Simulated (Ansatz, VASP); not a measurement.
## LiH: VASP beside Ansatz

Contents of POSCAR:

```
LiH
1.0
    0.0000000000      2.1021934254      1.9984726927
    2.1021934254      0.0000000000      1.9984726927
    2.1021934254      2.1021934254      0.0000000000
Li H
1 1
Direct
    0.0000000000      0.0000000000      0.0000000000
    0.5000000000      0.5000000000      0.5000000000
```

INCAR.step1

```
SYSTEM = LiH
PREC = Accurate ; ENCUT = 520
EDIFF = 1E-5 ; ISMEAR = 0
SIGMA = 0.01 ; LREAL = .False.
LASPH = .True. ; NELM = 60
ALGO = Normal ; ISIF = 2
LWAVE = .True. ; LCHARG = .False.
NBANDS = 9 ; GGA = PE
```

File INCAR.step2:

```
SYSTEM = LiH
PREC = Accurate ; ENCUT = 520
EDIFF = 1E-6 ; ISMEAR = 0
SIGMA = 0.01 ; LREAL = .False.
LASPH = .True. ; NELM = 60
ALGO = Normal ; ISIF = 2
LWAVE = .False. ; LCHARG = .False.
GGA = PE ; LHFCALC = .True.
HFSCREEN = 0.2079 ; PRECFOCK = Normal
NBANDS = 9 ; ISTART = 1
```

KPOINTS

```
Automatic mesh
0
Gamma
  8 8 8
  0 0 0
```

Input for Ansatz:

```yaml
crystal:
  lattice:
    - [0.0, 2.1021934254, 1.9984726927]
    - [2.1021934254, 0.0, 1.9984726927]
    - [2.1021934254, 2.1021934254, 0.0]
  atoms:
    - { symbol: Li, position: [0.0, 0.0, 0.0] }
    - { symbol: H, position: [0.5, 0.5, 0.5] }
kpoints:
  mp_grid: { grid: [8, 8, 8] }
  band_path:
    path:
      - [0.0, 0.0, 0.0]
      - [0.5, 0.0, 0.5]
      - [0.625, 0.25, 0.625]
      - [0.375, 0.375, 0.75]
      - [0.5, 0.5, 0.5]
      - [0.5, 0.25, 0.75]
      - [0.5, 0.5, 0.0]
      - [0.0, 0.5, 0.5]
    npoints: 1
hamiltonian:
  xc: hse06
scf:
  occupations: { method: fixed }
  n_extra_bands: 4
output:
  forces: true
  stress: true
  eigenvalues: true
  write_density: true
  write_potential: true
  elf: true
  volumetric_format: npy
```

Change from the starting cell: biaxial_xy strain +5.2%.

Alike in both runs: task single point; functional HSE06; k mesh 8 × 8 × 8; no spin polarisation.

|  | VASP | Ansatz |
| --- | --- | --- |
| version | VASP 6.6.1 | Ansatz 0.2.0 |
| potentials or method | VASP PAW PBE potentials, release 64 (Li_sv, H) | plane waves, PAW |
| plane-wave cutoff (eV) | 520 | 420 |
| occupations | gaussian, width 0.01 eV | fixed |
| valence electrons in the cell | 4 | 4 |

```csv
,VASP,Ansatz,Ansatz less VASP
gap on the k mesh at the Fermi level (eV),3.54,3.54,+0.002
```

Ansatz's warnings: stress exchange threshold loose, stress scf threshold loose.

Noted on VASP's run: the cutoff is short for stress, so the pressure is rough.
